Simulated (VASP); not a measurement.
# BaRu (P6_3mc) in VASP: a series of runs

BaRu is run at these levels: PBE; tasks: single point.

Everything below comes from runs of VASP 6.6.1. Logs are shortened: lines on timing, memory, paths and dates and some standing lists are left out, and cuts for length are marked.

## (1) The cell of the first run

The structure is hexagonal, space group P6_3mc (No. 186). Conventional cell: a = 4.314 Å, b = 4.314 Å, c = 6.909 Å, α = 90.00°, β = 90.00°, γ = 120.00°. Within 3.5 Å of Ba (site symmetry 3m) lie 4 Ru at 2.62 to 2.64 Å. Within 3.5 Å of Ru (site symmetry 3m) lie 4 Ba at 2.62 to 2.64 Å.

## (2) Single point, PBE

INCAR

```
PREC     = Accurate       # precision mode
ENCUT    = 600            # plane-wave cutoff, eV
EDIFF    = 1E-6           # SCF threshold, eV
ISMEAR   = 0              # smearing method
SIGMA    = 0.1            # smearing width, eV
LREAL    = F              # projectors in reciprocal space
LASPH    = T              # aspherical terms in the spheres
NELM     = 120            # most SCF steps
ALGO     = Normal         # electronic algorithm
ISIF     = 2              # what is computed and relaxed
LWAVE    = F              # write WAVECAR
LCHARG   = F              # write CHGCAR
GGA      = PE             # functional
NBANDS   = 34             # bands
GGA_COMPAT= F
```

KPOINTS

```
regular mesh
0
Gamma
  6 6 4
```

POSCAR

```
BaRu
1.0
    4.3142605411      0.0000000000      0.0000000000
   -2.1571302705      3.7362592271      0.0000000000
    0.0000000000      0.0000000000      6.9091394782
Ba Ru
2 2
Direct
    0.3333333333      0.6666666667      0.0000000000
    0.6666666667      0.3333333333      0.5000000000
    0.3333333333      0.6666666667      0.3821000000
    0.6666666667      0.3333333333      0.8821000000
```

Potentials or basis: VASP PAW PBE potentials, release 64 (Ba_sv, Ru_sv).

Run with:

```sh
$ cat potpaw_PBE.64/Ba_sv/POTCAR potpaw_PBE.64/Ru_sv/POTCAR > POTCAR
$ mpirun -np 1 vasp_std > vasp.out
```

OUTCAR:

```text
PREC = Accurate
   ENCUT = 600
   EDIFF = 1E-6
   ISMEAR = 0
   LREAL = F
   LASPH = T
   NELM = 120
   ISIF = 2
   GGA = PE

 ion  position               nearest neighbor table
   1  0.333  0.667  0.000-   4 2.62   4 2.62   4 2.62   3 2.64   2 4.26   2 4.26   2 4.26   2 4.26
                             2 4.26   2 4.26
   2  0.667  0.333  0.500-   3 2.62   3 2.62   3 2.62   4 2.64   1 4.26   1 4.26   1 4.26   1 4.26
                             1 4.26   1 4.26
   3  0.333  0.667  0.382-   2 2.62   2 2.62   2 2.62   1 2.64
   4  0.667  0.333  0.882-   1 2.62   1 2.62   1 2.62   2 2.64

  LATTYP: Found a hexagonal cell.
 ALAT       =     4.3142605411
 C/A-ratio  =     1.6014655147

  Lattice vectors:

 A1 = (   4.3142605411,   0.0000000000,   0.0000000000)
 A2 = (  -2.1571302705,   3.7362592271,   0.0000000000)
 A3 = (   0.0000000000,   0.0000000000,   6.9091394782)

Analysis of symmetry for initial positions (statically):
=====================================================================
 Subroutine PRICEL returns:
 Original cell was already a primitive cell.

 Routine SETGRP: Setting up the symmetry group for a
 hexagonal supercell.

 Subroutine GETGRP returns: Found 12 space group operations
 (whereof  6 operations were pure point group operations)
 out of a pool of 24 trial point group operations.

The static configuration has the point symmetry C_3v.
 The point group associated with its full space group is C_6v.

Analysis of symmetry for dynamics (positions and initial velocities):
=====================================================================
 Subroutine PRICEL returns:
 Original cell was already a primitive cell.

 Routine SETGRP: Setting up the symmetry group for a
 hexagonal supercell.

 Subroutine GETGRP returns: Found 12 space group operations
 (whereof  6 operations were pure point group operations)
 out of a pool of 24 trial point group operations.

The dynamic configuration has the point symmetry C_3v.
 The point group associated with its full space group is C_6v.

 Subroutine INISYM returns: Found 12 space group operations
 (whereof  6 operations are pure point group operations),
 and found     1 'primitive' translations

----------------------------------------------------------------------------------------

                                     Primitive cell

  volume of cell :     111.3698

  direct lattice vectors                    reciprocal lattice vectors
     4.314260541  0.000000000  0.000000000     0.231789432  0.133823691  0.000000000
    -2.157130271  3.736259227  0.000000000     0.000000000  0.267647382  0.000000000
     0.000000000  0.000000000  6.909139478     0.000000000  0.000000000  0.144735825

  length of vectors
     4.314260541  4.314260541  6.909139478     0.267647382  0.267647382  0.144735825

  position of ions in fractional coordinates (direct lattice)
     0.333333333  0.666666667  0.000000000
     0.666666667  0.333333333  0.500000000
     0.333333333  0.666666667  0.382100000
     0.666666667  0.333333333  0.882100000

  ion indices of the primitive-cell ions
   primitive index   ion index
                 1           1
                 2           2
                 3           3
                 4           4

----------------------------------------------------------------------------------------

 KPOINTS: regular mesh

Automatic generation of k-mesh.
 Grid dimensions read from file:
 generate k-points for:    6    6    4

 Generating k-lattice:

  Cartesian coordinates                     Fractional coordinates (reciprocal lattice)
     0.038631572  0.022303948  0.000000000     0.166666667  0.000000000  0.000000000
     0.000000000  0.044607897  0.000000000     0.000000000  0.166666667  0.000000000
     0.000000000  0.000000000  0.036183956     0.000000000  0.000000000  0.250000000

  Length of vectors
     0.044607897  0.044607897  0.036183956

  Shift w.r.t. Gamma in fractional coordinates (k-lattice)
     0.000000000  0.000000000  0.000000000

 Subroutine IBZKPT returns following result:
 ===========================================

 Found     21 irreducible k-points:

 Following reciprocal coordinates:
            Coordinates               Weight
  0.000000  0.000000  0.000000      1.000000
  0.166667 -0.000000  0.000000      6.000000
  0.333333  0.000000  0.000000      6.000000
  0.500000 -0.000000  0.000000      3.000000
  0.166667  0.166667  0.000000      6.000000
  0.333333  0.166667  0.000000     12.000000
[... 13 lines left out ...]
  0.333333  0.166667  0.500000     12.000000
  0.333333  0.333333  0.500000      2.000000
   k-points           NKPTS =     21   k-points in BZ     NKDIM =     21   number of bands    NBANDS=     34
   number of dos      NEDOS =    301   number of ions     NIONS =      4
   total plane-waves  NPLWV =  72576
   dimension x,y,z NGX =    36 NGY =   36 NGZ =   56
   dimension x,y,z NGXF=    72 NGYF=   72 NGZF=  112
   ions per type =               2   2
   NGX,Y,Z   is equivalent  to a cutoff of  13.87, 13.87, 13.47 a.u.
   NGXF,Y,Z  is equivalent  to a cutoff of  27.74, 27.74, 26.95 a.u.
 SYSTEM =  unknown system
   PREC   = accura    normal or accurate (medium, high low for compatibility)
   ISTART =      0    job   : 0-new  1-cont  2-samecut
   ICHARG =      2    charge: 1-file 2-atom 10-const
   ISPIN  =      1    spin polarized calculation?
   LNONCOLLINEAR =      F non collinear calculations
   LSORBIT =      F    spin-orbit coupling
   LASPH  =      T    aspherical Exc in radial PAW
   ENCUT  =  600.0 eV  44.10 Ry    6.64 a.u.   8.62  8.62 13.80*2*pi/ulx,y,z
   NELM   =    120;   NELMIN=  2; NELMDL= -5     # of ELM steps
   EDIFF  = 0.1E-05   stopping-criterion for ELM
   LREAL  =      F    real-space projection
   EDIFFG = 0.1E-04   stopping-criterion for IOM
   NSW    =      0    number of steps for IOM
   IBRION =     -1    ionic relax: 0-MD 1-quasi-New 2-CG
   NFREE  =      0    steps in history (QN), initial steepest desc. (CG)
   ISIF   =      2    stress and relaxation
   ISYM   =      2    0-nonsym 1-usesym 2-fastsym
   POTIM  = 0.5000    time-step for ionic-motion
   TEBEG  =    0.0;   TEEND  =   0.0 temperature during run
   PSTRESS=    0.0 pullay stress
   NELECT =      52.0000    total number of electrons
   NUPDOWN=      -1.0000    fix difference up-down
   EMIN   =  10.00;   EMAX   =-10.00  energy-range for DOS
   EFERMI =   0.00;   METHOD = LEGACY
   ISMEAR =     0;   SIGMA  =   0.10  broadening in eV -4-tet -1-fermi 0-gaus
   EFERMI_NEDOS =   21; number of points for ismear=-14 and -15
   IALGO  =     38    algorithm
   IMIX   =      4    mixing-type and parameters
     AMIX     =   0.40;   BMIX     =  1.00
     AMIX_MAG =   1.60;   BMIX_MAG =  1.00
  volume/ion in A,a.u.               =      27.84       187.89
  Fermi-wavevector in a.u.,A,eV,Ry     =   1.270048  2.400043 21.946499  1.613022
  Thomas-Fermi vector in A             =   2.403056
   LORBIT       =      0    0 simple, 1 ext, 2 COOP (PROOUT), +10 PAW based schemes
   GGA     = PE    functional components
   LHFCALC =     F    Hartree Fock is set to
   AEXX    =    0.0000 exact exchange contribution
   IVDW    =     0    specifies the selected vdW correction
   LEPSILON=     F    determine dielectric tensor
   LRPA    =     F    only Hartree local field effects (RPA)
 non-spin polarized calculation
 Gauss-broadening in eV      SIGMA  =   0.10
  energy-cutoff  :      600.00
  volume of cell :      111.37
 maximum number of plane-waves:      3760
 NGX is ok and might be reduce to    36
   NGX = 17   NGY = 17   NGZ = 27

 number of electron      51.9999994 magnetization

 Free energy of the ion-electron system (eV)
  ---------------------------------------------------
  ext. energy  EPLUGINS =         0.00000000
  ---------------------------------------------------
  free energy    TOTEN  =       -14.90091977 eV

  energy without entropy =      -14.87379976  energy(sigma->0) =      -14.88735976

 E-fermi :   4.8222     XC(G=0):  -9.9558

 val. band max:        4.8090887447   @ k =   0.3333   0.0000   0.2500
 cond. band min:       4.8588249542   @ k =   0.1667   0.1667   0.2500
 fundamental gap:      0.0497362095
 Fermi energy:         4.8221844080

 k-point     1 :       0.0000    0.0000    0.0000
  band No.  band energies     occupation
      1     -66.0870      2.00000
      2     -66.0862      2.00000
      3     -36.2875      2.00000
      4     -36.2875      2.00000
      5     -36.2853      2.00000
      6     -36.2853      2.00000
[... 26 lines left out ...]
     33       8.6459      0.00000
     34       8.6459      0.00000

 k-point     2 :       0.1667   -0.0000    0.0000
  band No.  band energies     occupation
      1     -66.0868      2.00000
      2     -66.0861      2.00000
      3     -36.2924      2.00000
      4     -36.2891      2.00000
      5     -36.2881      2.00000
      6     -36.2858      2.00000
[... 26 lines left out ...]
     33       8.8172      0.00000
     34       8.9502      0.00000

 k-point     3 :       0.3333    0.0000    0.0000
  band No.  band energies     occupation
      1     -66.0864      2.00000
      2     -66.0860      2.00000
      3     -36.2995      2.00000
      4     -36.2966      2.00000
      5     -36.2894      2.00000
      6     -36.2867      2.00000
[... 26 lines left out ...]
     33       9.7379      0.00000
     34       9.9629      0.00000
[... 593 lines left out ...]
 k-point    20 :       0.3333    0.1667    0.5000
  band No.  band energies     occupation
      1     -66.0861      2.00000
      2     -66.0861      2.00000
      3     -36.3013      2.00000
      4     -36.3013      2.00000
      5     -36.2896      2.00000
      6     -36.2896      2.00000
[... 26 lines left out ...]
     33       9.4986      0.00000
     34       9.4986      0.00000

 k-point    21 :       0.3333    0.3333    0.5000
  band No.  band energies     occupation
      1     -66.0860      2.00000
      2     -66.0860      2.00000
      3     -36.3020      2.00000
      4     -36.3020      2.00000
      5     -36.2909      2.00000
      6     -36.2909      2.00000
[... 26 lines left out ...]
     33      10.2299      0.00000
     34      10.2300      0.00000

------------------------ aborting loop because EDIFF is reached ----------------------------------------

  FORCE on cell =-STRESS in cart. coord.  units (eV):
  Direction    XX          YY          ZZ          XY          YZ          ZX
  --------------------------------------------------------------------------------------
  -------------------------------------------------------------------------------------
  Total        5.6267586      5.6267586      4.4553540      0.0000000      0.0000000      0.0000000
  in kB       80.9471449     80.9471449     64.0951939      0.0000000      0.0000000      0.0000000
  external PRESSURE =      75.3298279 kB  Pullay stress =       0.0000000 kB

 VOLUME and BASIS-vectors are now :
 -----------------------------------------------------------------------------
  energy-cutoff  :      600.00
  volume of cell :      111.37
      direct lattice vectors                 reciprocal lattice vectors
     4.314260541  0.000000000  0.000000000     0.231789432  0.133823691  0.000000000
    -2.157130271  3.736259227  0.000000000     0.000000000  0.267647382  0.000000000
     0.000000000  0.000000000  6.909139478     0.000000000  0.000000000  0.144735825

 POSITION                                       TOTAL-FORCE (eV/Angst)
 -----------------------------------------------------------------------------------
     -0.00000      2.49084      0.00000         0.000000     -0.000000     -0.061834
      2.15713      1.24542      3.45457         0.000000     -0.000000     -0.061834
     -0.00000      2.49084      2.63998        -0.000000     -0.000000      0.061834
      2.15713      1.24542      6.09455         0.000000      0.000000      0.061834
 -----------------------------------------------------------------------------------
    total drift:                               -0.000001      0.000000     -0.001132

  FREE ENERGIE OF THE ION-ELECTRON SYSTEM (eV)
  ---------------------------------------------------
  free  energy   TOTEN  =       -14.9009197653 eV

  energy  without entropy=      -14.8737997610  energy(sigma->0) =      -14.88735976
```

Wall time 48 s (1 thread of Intel Xeon 6975P-C (Granite Rapids), shared host); peak memory 0.3 GiB.

What came out:

* Free energy: -14.9009 eV
* Pressure: 7.5 GPa
* Largest force: 0.062 eV/Å
* Band gap on the k mesh: zero (bands 26 and 27 overlap by 0.44 eV)

Forces in eV/Å, atoms in the order of the input:
```
Ba   0.000  0.000 -0.062
Ba   0.000  0.000 -0.062
Ru   0.000  0.000  0.062
Ru   0.000  0.000  0.062
```

Caveat: the cell stands under pressure; spin-orbit coupling is left out, which moves the levels of the heavy elements.

[end of part 1 of 2]
